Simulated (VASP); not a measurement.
Zr, 4 atoms in the cell. Symmetry: P6_3/mmc, No. 194, hexagonal system. Conventional cell: a = 3.280 Å, b = 3.280 Å, c = 10.529 Å, α = 90.00°, β = 90.00°, γ = 120.00°. Within 4.3 Å of Zr (site symmetry -3m) lie 12 Zr at 3.24 to 3.28 Å. Zr (site symmetry -6m2) has 12 Zr at 3.24 to 3.28 Å within 4.3 Å.  This cell differs from its parent crystal: volume scaled by 1.04.

| Item | Value |
| --- | --- |
| Program | VASP 6.6.1 |
| Task | single point |
| Functional | r2SCAN |
| Potentials or basis | VASP PAW PBE potentials, release 64 (Zr_sv) |
| Cutoff | 520 eV |
| k mesh | 13 × 13 × 4 |
| Occupations | fermi-dirac, width 0.1 eV |
| Spin | no spin polarisation |
| Dipole correction | no |
| Further INCAR settings | ALGO = Normal; EDIFF = 1e-07; NBANDS = 32 |

Potentials or basis: VASP PAW PBE potentials, release 64 (Zr_sv).

Run with:

```bash
$ cat potpaw_PBE.64/Zr_sv/POTCAR > POTCAR
$ cp INCAR.step1 INCAR
$ mpirun -np 1 vasp_std > vasp.out
$ cp INCAR.step2 INCAR
$ mpirun -np 1 vasp_std > vasp.out
```

Hardware: 1 thread of Intel(R) Xeon(R) Platinum 8488C (Sapphire Rapids), with other jobs on the host.

Task: How long does it take, and how much memory?

Result: Wall time 9.1 min on 1 thread of Intel(R) Xeon(R) Platinum 8488C (Sapphire Rapids), with other jobs on the host, peak memory 0.31 GiB. Counts: k points 63.
